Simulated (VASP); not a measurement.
# LaAgS2 (R-3m) in VASP: further runs, part 2 of 2

VASP 6.6.1. Earlier steps stand in the parts before.

## Step 3: Single point, r2SCAN

This run uses another cell than the first one, of 23.30 Å³/atom.

The input, POSCAR:

```
LaAgS2
1.0
    2.1300357287      1.2297767013      5.9292429232
   -2.1300357287      1.2297767013      5.9292429232
    0.0000000000     -2.4595534027      5.9292429232
Ag La S
1 1 2
Direct
    1.0000000000      0.0000000000      0.0000000000
    0.5000000000      0.5000000000      0.5000000000
    0.2517964127      0.2517964127      0.2517964127
    0.7482035873      0.7482035873      0.7482035873
```

The input, INCAR.step1:

```
SYSTEM = LaAgS2
PREC     = Accurate       ! precision mode
ENCUT    = 520            ! plane-wave cutoff, eV
ISMEAR   = 0              ! smearing method
SIGMA    = 0.01           ! smearing width, eV
LREAL    = .FALSE.        ! projectors in reciprocal space
LASPH    = .TRUE.         ! aspherical terms in the spheres
NELM     = 100            ! most SCF steps
NBANDS   = 25             ! bands
GGA      = PE             ! functional
ALGO     = Normal         ! electronic algorithm
EDIFF    = 1E-4           ! SCF threshold, eV
LWAVE    = .TRUE.         ! write WAVECAR
LCHARG   = .FALSE.        ! write CHGCAR
```

The input, INCAR.step2:

```
SYSTEM = LaAgS2
PREC     = Accurate       ! precision mode
ENCUT    = 520            ! plane-wave cutoff, eV
EDIFF    = 1E-7           ! SCF threshold, eV
ISMEAR   = 0              ! smearing method
SIGMA    = 0.01           ! smearing width, eV
LREAL    = .FALSE.        ! projectors in reciprocal space
LASPH    = .TRUE.         ! aspherical terms in the spheres
NELM     = 100            ! most SCF steps
ALGO     = Normal         ! electronic algorithm
ISIF     = 2              ! what is computed and relaxed
LWAVE    = .FALSE.        ! write WAVECAR
LCHARG   = .FALSE.        ! write CHGCAR
METAGGA  = R2SCAN         ! meta-GGA
LMIXTAU  = .TRUE.       
NBANDS   = 25             ! bands
ISTART   = 1
```

The input, KPOINTS:

```
Automatic mesh
0
G
  8 8 8
  0 0 0
```

Potentials or basis: VASP PAW PBE potentials, release 64 (Ag, La, S).

Launch:

```bash
$ cat potpaw_PBE.64/Ag/POTCAR potpaw_PBE.64/La/POTCAR potpaw_PBE.64/S/POTCAR > POTCAR
$ cp INCAR.step1 INCAR
$ mpirun -np 1 vasp_std > vasp.out
$ cp INCAR.step2 INCAR
$ mpirun -np 1 vasp_std > vasp.out
```

OUTCAR:

```text
SYSTEM = LaAgS2
   PREC = Accurate
   ENCUT = 520
   EDIFF = 1E-7
   ISMEAR = 0
   LREAL = .FALSE.
   LASPH = .TRUE.
   NELM = 100
   ISIF = 2
   METAGGA = R2SCAN
   ISTART = 1

 ion  position               nearest neighbor table
   1  0.000  0.000  0.000-   4 2.86   3 2.86   4 2.86   4 2.86   3 2.86   3 2.86
   2  0.500  0.500  0.500-   3 2.89   4 2.89   3 2.89   3 2.89   4 2.89   4 2.89
   3  0.252  0.252  0.252-   1 2.86   1 2.86   1 2.86   2 2.89   2 2.89   2 2.89
   4  0.748  0.748  0.748-   1 2.86   1 2.86   1 2.86   2 2.89   2 2.89   2 2.89

  LATTYP: Found a trigonal (rhomboedric) cell.
 ALAT       =     6.4191373706
 COS(alpha) =     0.7797832076

  Lattice vectors:

 A1 = (   2.1300357287,   1.2297767013,   5.9292429232)
 A2 = (  -2.1300357287,   1.2297767013,   5.9292429232)
 A3 = (   0.0000000000,  -2.4595534027,   5.9292429232)

Analysis of symmetry for initial positions (statically):
=====================================================================
 Subroutine PRICEL returns:
 Original cell was already a primitive cell.

[... 170 lines left out ...]

  energy without entropy =      -73.35379588  energy(sigma->0) =      -73.35379588

 E-fermi :   5.6533     XC(G=0): -10.5548

 val. band max:        5.6039314353   @ k =   0.2500   0.2500   0.0000
 cond. band min:       8.2061691621   @ k =   0.5000   0.5000   0.0000
 fundamental gap:      2.6022377267
 Fermi energy:         5.6532912712

 k-point     1 :       0.0000    0.0000    0.0000
  band No.  band energies     occupation
      1     -27.1166      2.00000
      2     -10.8033      2.00000
      3     -10.2700      2.00000
      4     -10.2700      2.00000
      5      -6.8914      2.00000
      6      -5.5065      2.00000
[... 661 lines left out ...]
     24       9.4907      0.00000
     25       9.6118      0.00000

 [... further k-points ...]

------------------------ aborting loop because EDIFF is reached ----------------------------------------

  FORCE on cell =-STRESS in cart. coord.  units (eV):
  Direction    XX          YY          ZZ          XY          YZ          ZX
  --------------------------------------------------------------------------------------
  -------------------------------------------------------------------------------------
  Total       -0.1225568     -0.1225568     -0.0899475      0.0000000      0.0000000      0.0000000
  in kB       -2.1070970     -2.1070970     -1.5464498      0.0000000      0.0000000      0.0000000
  external PRESSURE =      -1.9202146 kB  Pullay stress =       0.0000000 kB

 VOLUME and BASIS-vectors are now :
 -----------------------------------------------------------------------------
  energy-cutoff  :      520.00
  volume of cell :       93.19
      direct lattice vectors                 reciprocal lattice vectors
     2.130035729  1.229776701  5.929242923     0.234737847  0.135525959  0.056218532
    -2.130035729  1.229776701  5.929242923    -0.234737847  0.135525959  0.056218532
     0.000000000 -2.459553403  5.929242923     0.000000000 -0.271051918  0.056218532

 POSITION                                       TOTAL-FORCE (eV/Angst)
 -----------------------------------------------------------------------------------
      0.00000      0.00000      0.00000        -0.000000      0.000000      0.000000
      0.00000     -0.00000      8.89386         0.000000      0.000000      0.000000
      0.00000     -0.00000      4.47889        -0.000000      0.000000     -0.008008
      0.00000     -0.00000     13.30884        -0.000000     -0.000000      0.008008
 -----------------------------------------------------------------------------------
    total drift:                                0.000000      0.000000      0.000000

  FREE ENERGIE OF THE ION-ELECTRON SYSTEM (eV)
  ---------------------------------------------------
  free  energy   TOTEN  =       -73.3537958835 eV

  energy  without entropy=      -73.3537958835  energy(sigma->0) =      -73.35379588
```

OUTCAR.step1:

```text
SYSTEM = LaAgS2
   PREC = Accurate
   ENCUT = 520
   ISMEAR = 0
   LREAL = .FALSE.
   LASPH = .TRUE.
[... 901 lines left out ...]
      0.00000     -0.00000      8.89386         0.000000      0.000000      0.000000
      0.00000     -0.00000      4.47889        -0.000000      0.000000     -0.038519
      0.00000     -0.00000     13.30884        -0.000000     -0.000000      0.038519
 -----------------------------------------------------------------------------------
    total drift:                                0.000000      0.000000     -0.000000

  FREE ENERGIE OF THE ION-ELECTRON SYSTEM (eV)
  ---------------------------------------------------
  free  energy   TOTEN  =       -21.1913933361 eV

  energy  without entropy=      -21.1913933361  energy(sigma->0) =      -21.19139334
```

OSZICAR.step1:

```text
N       E                     dE             d eps       ncg     rms          rms(c)
DAV:   1     0.283272080429E+03    0.28327E+03   -0.13820E+04  3386   0.176E+03
DAV:   2     0.282648680996E+02   -0.25501E+03   -0.22818E+03  3760   0.302E+02
DAV:   3    -0.185867577614E+02   -0.46852E+02   -0.43019E+02  4695   0.129E+02
DAV:   4    -0.223168002705E+02   -0.37300E+01   -0.36982E+01  5423   0.364E+01
DAV:   5    -0.224578211180E+02   -0.14102E+00   -0.14075E+00  5049   0.578E+00    0.828E+00
DAV:   6    -0.211712680851E+02    0.12866E+01   -0.64261E+00  4878   0.206E+01    0.655E+00
DAV:   7    -0.211726712713E+02   -0.14032E-02   -0.12311E+00  3950   0.716E+00    0.417E+00
DAV:   8    -0.211859170824E+02   -0.13246E-01   -0.12272E-01  5580   0.236E+00    0.138E+00
DAV:   9    -0.211906943191E+02   -0.47772E-02   -0.12943E-02  5699   0.881E-01    0.277E-01
DAV:  10    -0.211911805695E+02   -0.48625E-03   -0.16442E-03  5395   0.311E-01    0.169E-01
DAV:  11    -0.211913470368E+02   -0.16647E-03   -0.19404E-04  3713   0.120E-01    0.459E-02
DAV:  12    -0.211913933361E+02   -0.46299E-04   -0.77225E-05  3001   0.960E-02
   1 F= -.21191393E+02 E0= -.21191393E+02  d E =-.737956E-23
```

Run time: 11 min. Hardware: 1 thread of Intel Xeon 6975P-C (Granite Rapids), shared host; peak memory 0.5 GiB.

What came out:

* Free energy: -73.3538 eV
* Pressure: -0.2 GPa
* Largest force: 0.008 eV/Å
* Band gap on the k mesh: 2.60 eV (least direct gap 2.62 eV)

Forces on the atoms (eV/Å):
```
Ag   0.000  0.000  0.000
La   0.000  0.000  0.000
S    0.000  0.000 -0.008
S    0.000  0.000  0.008
```

Caveat: the PAW data sets were made with another functional, which shifts forces and pressure a little; spin-orbit coupling is left out, which moves the levels of the heavy elements. A k mesh can miss the band edges.

## Step 4: Relaxation of cell and atoms, r2SCAN

This run uses another cell than the first one, of 23.39 Å³/atom.

The input, POSCAR:

```
LaAgS2
1.0
    2.1355079190      1.2329360719      5.9211700121
   -2.1355079190      1.2329360719      5.9211700121
    0.0000000000     -2.4658721438      5.9211700121
Ag La S
1 1 2
Direct
    1.0000000000      0.0000000000      0.0000000000
    0.5000000000      0.5000000000      0.5000000000
    0.2514066203      0.2514066203      0.2514066203
    0.7485933797      0.7485933797      0.7485933797
```

The input, INCAR.step1:

```
SYSTEM = LaAgS2
PREC = Accurate ; ENCUT = 600
ISMEAR = -1 ; SIGMA = 0.02
LREAL = .False. ; LASPH = .True.
NELM = 80 ; GGA = PE
ALGO = Normal ; EDIFF = 1E-4
LWAVE = .True. ; LCHARG = .False.
```

The input, INCAR.step2:

```
SYSTEM = LaAgS2
PREC = Accurate ; ENCUT = 600
EDIFF = 1E-6 ; ISMEAR = -1
SIGMA = 0.02 ; LREAL = .False.
LASPH = .True. ; NELM = 80
ALGO = Normal ; ISIF = 3
LWAVE = .False. ; LCHARG = .False.
METAGGA = R2SCAN ; LMIXTAU = .True.
IBRION = 2 ; NSW = 80
EDIFFG = -0.005 ; ISTART = 1
```

The input, KPOINTS:

```
Automatic mesh
0
Gamma
  6 6 6
  0 0 0
```

Launch:

```bash
$ cat potpaw_PBE.64/Ag/POTCAR potpaw_PBE.64/La/POTCAR potpaw_PBE.64/S/POTCAR > POTCAR
$ cp INCAR.step1 INCAR
$ mpirun -np 1 vasp_std > vasp.out
$ cp INCAR.step2 INCAR
$ mpirun -np 1 vasp_std > vasp.out
```

It took 27 min on 1 thread of Intel Xeon 6975P-C (Granite Rapids), shared host; peak memory 0.52 GiB.

It converged, with:

| Property | Result |
| --- | --- |
| Free energy | -73.3547 eV |
| Relaxed volume | 23.24 Å³/atom |
| Relaxed cell | a = 6.414 Å, b = 6.414 Å, c = 6.414 Å, α = 38.76°, β = 38.76°, γ = 38.76° |
| Space group after relaxing (to 0.1 Å) | R-3m (No. 166) |
| Energy gained by relaxing | 0.3 meV/atom |
| Ionic steps | 5 |
| Pressure after relaxing | 0.0 GPa |
| Band gap on the k mesh | 2.68 eV (least direct gap 2.69 eV) |

Step by step:
| step | energy change (eV) | largest force (eV/Å) | pressure (GPa) | volume (Å³) |
| --- | --- | --- | --- | --- |
| 1 | 0.0000 | 0.0286 | -0.41 | 93.54 |
| 2 | -0.0007 | 0.0525 | 0.23 | 92.74 |
| 3 | -0.0008 | 0.0454 | 0.05 | 92.97 |
| 4 | -0.0010 | 0.0286 | 0.03 | 92.97 |
| 5 | -0.0012 | 0.0004 | 0.00 | 92.97 |

Final structure:
```
Ag La S
1.0
     2.12827    1.22876    5.92505
    -2.12827    1.22876    5.92505
     0.00000   -2.45751    5.92505
Ag La S
1 1 2
Direct
  0.00000 0.00000 0.00000
  0.50000 0.50000 0.50000
  0.25179 0.25179 0.25179
  0.74821 0.74821 0.74821
```

Levels at points of the mesh, in eV from the valence-band top:
| k point | band 15 | band 16 | band 17 | band 18 | band 19 | band 20 |
| --- | --- | --- | --- | --- | --- | --- |
| (0.00, 0.00, 0.00) | -1.06 | -1.06 | -0.54 | 3.03 | 3.44 | 3.55 |
| (0.50, 0.00, 0.00) | -2.10 | -0.19 | -0.06 | 3.01 | 3.44 | 3.66 |
| (0.50, 0.50, 0.00) | -1.13 | -0.86 | -0.40 | 2.68 | 3.48 | 3.61 |
| (0.50, 0.50, 0.50) | -2.05 | -0.03 | -0.03 | 3.20 | 3.29 | 3.29 |

Caveat: the PAW data sets were made with another functional, which shifts forces and pressure a little; spin-orbit coupling is left out, which moves the levels of the heavy elements. A k mesh can miss the band edges.

## Step 5: Summary

```tsv
task	level	cell	k mesh	cutoff (eV)	smearing	gap on the mesh (eV)	pressure (GPa)	relaxed volume (Å³/atom)
relaxation of cell and atoms	PBE	relaxed from a = 7.114 Å, angles 33.6°, 4 atoms, atomic positions A	6 × 6 × 6	600	fermi-dirac 0.02 eV	2.37	0.0	23.35
single point	r2SCAN	a = 6.419 Å, angles 38.8°, 4 atoms, atomic positions B	8 × 8 × 8	520	gaussian 0.01 eV	2.60	-0.2	-
relaxation of cell and atoms	r2SCAN	relaxed from a = 6.414 Å, angles 38.9°, 4 atoms, atomic positions C	6 × 6 × 6	600	fermi-dirac 0.02 eV	2.68	0.0	23.24
```

Alike in all rows: potentials or basis VASP PAW PBE potentials, release 64 (Ag, La, S); no spin polarisation.

Caveats: spin-orbit coupling is left out, which moves the levels of the heavy elements; the PAW data sets were made with another functional, which shifts forces and pressure a little (at least some runs).

Absolute energies hang on the potentials; compare differences alone.
